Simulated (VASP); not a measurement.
# Pd (Fm-3m) in VASP: notebook, part 2 of 3

VASP 6.6.1. The steps go on from the part before.

## 4. Single point, PBE, collinear spin, ferromagnetic start

The input, INCAR:

```
SYSTEM = Pd
ALGO = Normal
EDIFF = 1E-6
ENCUT = 520
GGA = PE
ISIF = 2
ISMEAR = -1
ISPIN = 2
LASPH = .True.
LCHARG = .True.
LELF = .True.
LMAXMIX = 4
LORBIT = 11
LREAL = .False.
LVHAR = .True.
LWAVE = .False.
MAGMOM = 0.288
NBANDS = 15
NELM = 150
PREC = Accurate
SIGMA = 0.1
```

The input, KPOINTS:

```
k-points
0
Gamma
  14 14 14
  0 0 0
```

The input, POSCAR:

```
Pd
1.0
    0.0000000000      1.9737080107      1.9737080107
    1.9737080107      0.0000000000      1.9737080107
    1.9737080107      1.9737080107      0.0000000000
Pd
1
Direct
    0.0000000000      0.0000000000      0.0000000000
```

Potentials or basis: VASP PAW PBE potentials, release 64 (Pd).

Launch:

```
> cat potpaw_PBE.64/Pd/POTCAR > POTCAR
> mpirun -np 1 vasp_std > vasp.out
```

OUTCAR:

```text
SYSTEM = Pd
   EDIFF = 1E-6
   ENCUT = 520
   GGA = PE
   ISIF = 2
   ISMEAR = -1
   ISPIN = 2
   LASPH = .True.
   LORBIT = 11
   LREAL = .False.
   NELM = 150
   PREC = Accurate

 ion  position               nearest neighbor table
   1  0.000  0.000  0.000-

  LATTYP: Found a face centered cubic cell.
 ALAT       =     3.9474160214

  Lattice vectors:

 A1 = (   0.0000000000,   1.9737080107,   1.9737080107)
 A2 = (   1.9737080107,   0.0000000000,   1.9737080107)
 A3 = (   1.9737080107,   1.9737080107,   0.0000000000)

Analysis of symmetry for initial positions (statically):
=====================================================================
 Subroutine PRICEL returns:
 Original cell was already a primitive cell.

 Routine SETGRP: Setting up the symmetry group for a
 face centered cubic supercell.

 Subroutine GETGRP returns: Found 48 space group operations
 (whereof 48 operations were pure point group operations)
 out of a pool of 48 trial point group operations.

The static configuration has the point symmetry O_h .

Analysis of symmetry for dynamics (positions and initial velocities):
=====================================================================
 Subroutine PRICEL returns:
 Original cell was already a primitive cell.

 Routine SETGRP: Setting up the symmetry group for a
 face centered cubic supercell.

 Subroutine GETGRP returns: Found 48 space group operations
 (whereof 48 operations were pure point group operations)
 out of a pool of 48 trial point group operations.

The dynamic configuration has the point symmetry O_h .

Analysis of structural, dynamic, and magnetic symmetry:
=====================================================================
 Subroutine PRICEL returns:
 Original cell was already a primitive cell.

 Routine SETGRP: Setting up the symmetry group for a
 face centered cubic supercell.

 Subroutine GETGRP returns: Found 48 space group operations
 (whereof 48 operations were pure point group operations)
 out of a pool of 48 trial point group operations.

The overall configuration has the point symmetry O_h .

 Subroutine INISYM returns: Found 48 space group operations
 (whereof 48 operations are pure point group operations),
 and found     1 'primitive' translations

----------------------------------------------------------------------------------------

                                     Primitive cell

  volume of cell :      15.3773

  direct lattice vectors                    reciprocal lattice vectors
     0.000000000  1.973708011  1.973708011    -0.253330278  0.253330278  0.253330278
     1.973708011  0.000000000  1.973708011     0.253330278 -0.253330278  0.253330278
     1.973708011  1.973708011  0.000000000     0.253330278  0.253330278 -0.253330278

  length of vectors
     2.791244637  2.791244637  2.791244637     0.438780913  0.438780913  0.438780913

  position of ions in fractional coordinates (direct lattice)
     0.000000000  0.000000000  0.000000000

  ion indices of the primitive-cell ions
   primitive index   ion index
                 1           1

----------------------------------------------------------------------------------------

 KPOINTS: k-points

Automatic generation of k-mesh.
[... 73 lines left out ...]
   ISYM   =      2    0-nonsym 1-usesym 2-fastsym
   POTIM  = 0.5000    time-step for ionic-motion
   TEBEG  =    0.0;   TEEND  =   0.0 temperature during run
   PSTRESS=    0.0 pullay stress
   NELECT =      10.0000    total number of electrons
   NUPDOWN=      -1.0000    fix difference up-down
   EMIN   =  10.00;   EMAX   =-10.00  energy-range for DOS
   EFERMI =   0.00;   METHOD = LEGACY
   ISMEAR =    -1;   SIGMA  =   0.10  broadening in eV -4-tet -1-fermi 0-gaus
   EFERMI_NEDOS =   21; number of points for ismear=-14 and -15
   IALGO  =     38    algorithm
   IMIX   =      4    mixing-type and parameters
     AMIX     =   0.40;   BMIX     =  1.00
     AMIX_MAG =   1.60;   BMIX_MAG =  1.00
  volume/ion in A,a.u.               =      15.38       103.77
  Fermi-wavevector in a.u.,A,eV,Ry     =   1.418345  2.680284 27.370881  2.011703
  Thomas-Fermi vector in A             =   2.539480
   LORBIT       =     11    0 simple, 1 ext, 2 COOP (PROOUT), +10 PAW based schemes
   GGA     = PE    functional components
   LHFCALC =     F    Hartree Fock is set to
   AEXX    =    0.0000 exact exchange contribution
   IVDW    =     0    specifies the selected vdW correction
   LEPSILON=     F    determine dielectric tensor
   LRPA    =     F    only Hartree local field effects (RPA)
 spin polarized calculation
  energy-cutoff  :      520.00
  volume of cell :       15.38
 maximum number of plane-waves:       428
 NGX is ok and might be reduce to    24
   NGX = 11   NGY = 11   NGZ = 11

 number of electron      10.0000000 magnetization       0.0017626

 Free energy of the ion-electron system (eV)
  ---------------------------------------------------
  ext. energy  EPLUGINS =         0.00000000
  ---------------------------------------------------
  free energy    TOTEN  =        -5.24937114 eV

  energy without entropy =       -5.17772201  energy(sigma->0) =       -5.21354658

 E-fermi :   9.1187     XC(G=0): -12.9267

 val. band max:        9.1100752428   @ k =   0.3571   0.2143   0.0714
 cond. band min:       9.1239339497   @ k =  -0.4286   0.3571   0.0714
 fundamental gap:      0.0138587070
 Fermi energy:         9.1186968425

 spin component 1

 k-point     1 :       0.0000    0.0000    0.0000
  band No.  band energies     occupation
      1       2.2740      1.00000
      2       6.4409      1.00000
      3       6.4409      1.00000
      4       6.4409      1.00000
      5       7.9424      0.99999
      6       7.9424      0.99999
      7      26.2616      0.00000
      8      30.7991      0.00000
      9      30.7991      0.00000
     10      30.7991      0.00000
     11      35.4134      0.00000
     12      36.1039      0.00000
     13      38.8691      0.00000
     14      38.8691      0.00000
[... 403 lines left out ...]
      4       7.1191      1.00000
      5       8.0978      0.99996
      6       8.4759      0.99839
      7      24.1071      0.00000
      8      27.5012      0.00000
      9      28.4400      0.00000
     10      30.3969      0.00000
     11      34.5777      0.00000
     12      35.7739      0.00000
     13      36.8147      0.00000
     14      37.1350      0.00000
     15      40.2718      0.00000

 [... further k-points ...]

 spin component 2

 k-point     1 :       0.0000    0.0000    0.0000
  band No.  band energies     occupation
      1       2.2741      1.00000
      2       6.4423      1.00000
      3       6.4423      1.00000
      4       6.4423      1.00000
      5       7.9435      0.99999
      6       7.9435      0.99999
      7      26.2615      0.00000
      8      30.7991      0.00000
      9      30.7991      0.00000
     10      30.7991      0.00000
     11      35.4151      0.00000
     12      36.1044      0.00000
     13      38.8694      0.00000
     14      38.8694      0.00000
[... 403 lines left out ...]
      4       7.1204      1.00000
      5       8.0990      0.99996
      6       8.4772      0.99837
      7      24.1074      0.00000
      8      27.5013      0.00000
      9      28.4403      0.00000
     10      30.3971      0.00000
     11      34.5784      0.00000
     12      35.7760      0.00000
     13      36.8149      0.00000
     14      37.1353      0.00000
     15      40.2722      0.00000

 [... further k-points ...]

------------------------ aborting loop because EDIFF is reached ----------------------------------------

  FORCE on cell =-STRESS in cart. coord.  units (eV):
  Direction    XX          YY          ZZ          XY          YZ          ZX
  --------------------------------------------------------------------------------------
  -------------------------------------------------------------------------------------
  Total       -0.0340059     -0.0340059     -0.0340059     -0.0000000      0.0000000     -0.0000000
  in kB       -3.5431267     -3.5431267     -3.5431267     -0.0000000      0.0000000     -0.0000000
  external PRESSURE =      -3.5431267 kB  Pullay stress =       0.0000000 kB

 VOLUME and BASIS-vectors are now :
 -----------------------------------------------------------------------------
  energy-cutoff  :      520.00
  volume of cell :       15.38
      direct lattice vectors                 reciprocal lattice vectors
     0.000000000  1.973708011  1.973708011    -0.253330278  0.253330278  0.253330278
     1.973708011  0.000000000  1.973708011     0.253330278 -0.253330278  0.253330278
     1.973708011  1.973708011  0.000000000     0.253330278  0.253330278 -0.253330278

 POSITION                                       TOTAL-FORCE (eV/Angst)
 -----------------------------------------------------------------------------------
      0.00000      0.00000      0.00000        -0.000000     -0.000000      0.000000
 -----------------------------------------------------------------------------------
    total drift:                                0.000000      0.000000     -0.000000

  FREE ENERGIE OF THE ION-ELECTRON SYSTEM (eV)
  ---------------------------------------------------
  free  energy   TOTEN  =        -5.2493711423 eV

  energy  without entropy=       -5.1777220087  energy(sigma->0) =       -5.21354658

 total charge

# of ion       s       p       d       tot
------------------------------------------
    1        0.470   0.435   8.452   9.357

 magnetization (x)

# of ion       s       p       d       tot
------------------------------------------
    1       -0.000  -0.000   0.002   0.002
```

OSZICAR:

```text
N       E                     dE             d eps       ncg     rms          rms(c)
DAV:   1     0.459707033214E+02    0.45971E+02   -0.45534E+03  6296   0.588E+02
DAV:   2    -0.474527737637E+01   -0.50716E+02   -0.48418E+02  8039   0.158E+02
DAV:   3    -0.551723645012E+01   -0.77196E+00   -0.76873E+00  8242   0.194E+01
DAV:   4    -0.551956386715E+01   -0.23274E-02   -0.23273E-02  7562   0.113E+00
DAV:   5    -0.551957999408E+01   -0.16127E-04   -0.16126E-04  8140   0.837E-02    0.695E+00
DAV:   6    -0.526054870756E+01    0.25903E+00   -0.10216E+00  8928   0.634E+00    0.341E+00
DAV:   7    -0.525242297958E+01    0.81257E-02   -0.64837E-03  8104   0.542E-01    0.188E+00
DAV:   8    -0.524915919175E+01    0.32638E-02   -0.91719E-04  8697   0.165E-01    0.412E-01
DAV:   9    -0.524921998526E+01   -0.60794E-04   -0.57170E-05  7650   0.470E-02    0.573E-02
DAV:  10    -0.524925701854E+01   -0.37033E-04   -0.47456E-05  8942   0.348E-02    0.414E-02
DAV:  11    -0.524930623722E+01   -0.49219E-04   -0.76373E-05  8550   0.391E-02    0.306E-02
DAV:  12    -0.524933516188E+01   -0.28925E-04   -0.50758E-05  8935   0.329E-02    0.233E-02
DAV:  13    -0.524936654548E+01   -0.31384E-04   -0.20078E-04  8837   0.649E-02    0.108E-02
DAV:  14    -0.524937104585E+01   -0.45004E-05   -0.50372E-05  8991   0.323E-02    0.224E-03
DAV:  15    -0.524937114229E+01   -0.96442E-07   -0.49022E-07  5087   0.552E-03
   1 F= -.52493711E+01 E0= -.52135466E+01  d E =-.716491E-01  mag=    -0.0007
```

Run time: 1.9 min. Hardware: 1 thread of Intel Xeon 8259CL, shared host; peak memory 0.17 GiB.

What came out:

```yaml
Free_energy: -5.2494 eV
Pressure: -0.4 GPa
Band_gap_on_the_k_mesh: zero (filled and empty bands overlap)
Net_moment: 0.00 μB per cell
Valence_electrons_inside_the_program's_atomic_spheres: Pd 9.36
```

Levels at points of the mesh, in eV from the Fermi level:
Spin up:
| k point | band 3 | band 4 | band 5 | band 6 | band 7 | band 8 |
| --- | --- | --- | --- | --- | --- | --- |
| (0.00, 0.00, 0.00) | -2.68 | -2.68 | -1.18 | -1.18 | 17.14 | 21.68 |
| (0.50, 0.00, 0.00) | -2.72 | -0.05 | -0.05 | 1.08 | 6.97 | 16.49 |
| (0.50, 0.50, 0.00) | -0.08 | 0.24 | 0.24 | 3.33 | 10.32 | 12.96 |
Spin down:
```
           k point  band 1  band 2  band 3  band 4  band 5  band 6  band 7  band 8  band 9  band 10
(0.00, 0.00, 0.00)   -6.84   -2.68   -2.68   -2.68   -1.18   -1.18   17.14   21.68   21.68    21.68
(0.50, 0.00, 0.00)   -5.00   -2.72   -2.72   -0.05   -0.05    1.08    6.97   16.49   20.67    20.67
(0.50, 0.50, 0.00)   -5.07   -4.80   -0.08    0.24    0.24    3.33   10.32   12.96   12.96    20.94
```

## 5. Single point, PBE, collinear spin, ferromagnetic start

The input, INCAR:

```
SYSTEM = Pd
  PREC = Accurate
  ENCUT = 520
  EDIFF = 1E-6
  ISMEAR = -1
  SIGMA = 0.2
  LREAL = .FALSE.
  LASPH = .TRUE.
  NELM = 150
  ALGO = Normal
  ISIF = 2
  LWAVE = .FALSE.
  LCHARG = .FALSE.
  ISPIN = 2
  MAGMOM = 0.288
  LORBIT = 11
  LMAXMIX = 4
  GGA = PE
  NBANDS = 15
```

The input, KPOINTS:

```
Automatic mesh
0
G
  14 14 14
  0 0 0
```

POSCAR is that of step 4.

Launch:

```
> cat potpaw_PBE.64/Pd/POTCAR > POTCAR
> mpirun -np 1 vasp_std > vasp.out
```

It took 89 s on 1 thread of Intel Xeon 8259CL, shared host; peak memory 0.17 GiB.

The run converged. Its results:

```yaml
Free_energy: -5.3357 eV
Pressure: 0.2 GPa
Band_gap_on_the_k_mesh: zero (filled and empty bands overlap)
Net_moment: 0.00 μB per cell
Valence_electrons_inside_the_program's_atomic_spheres: Pd 9.36
```

Levels at points of the mesh, in eV from the Fermi level:
Spin up:
| k point | band 1 | band 2 | band 3 | band 4 | band 5 | band 6 | band 7 | band 8 | band 9 | band 10 |
| --- | --- | --- | --- | --- | --- | --- | --- | --- | --- | --- |
| (0.00, 0.00, 0.00) | -6.91 | -2.75 | -2.75 | -2.75 | -1.25 | -1.25 | 17.08 | 21.61 | 21.61 | 21.61 |
| (0.50, 0.00, 0.00) | -5.07 | -2.79 | -2.79 | -0.13 | -0.13 | 1.01 | 6.90 | 16.42 | 20.60 | 20.60 |
| (0.50, 0.50, 0.00) | -5.15 | -4.87 | -0.16 | 0.17 | 0.17 | 3.26 | 10.25 | 12.89 | 12.89 | 20.87 |
Spin down:
```tsv
k point	band 3	band 4	band 5	band 6	band 7	band 8
(0.00, 0.00, 0.00)	-2.75	-2.75	-1.25	-1.25	17.08	21.61
(0.50, 0.00, 0.00)	-2.79	-0.13	-0.13	1.01	6.90	16.42
(0.50, 0.50, 0.00)	-0.16	0.17	0.17	3.26	10.25	12.89
```

[end of part 2 of 3]
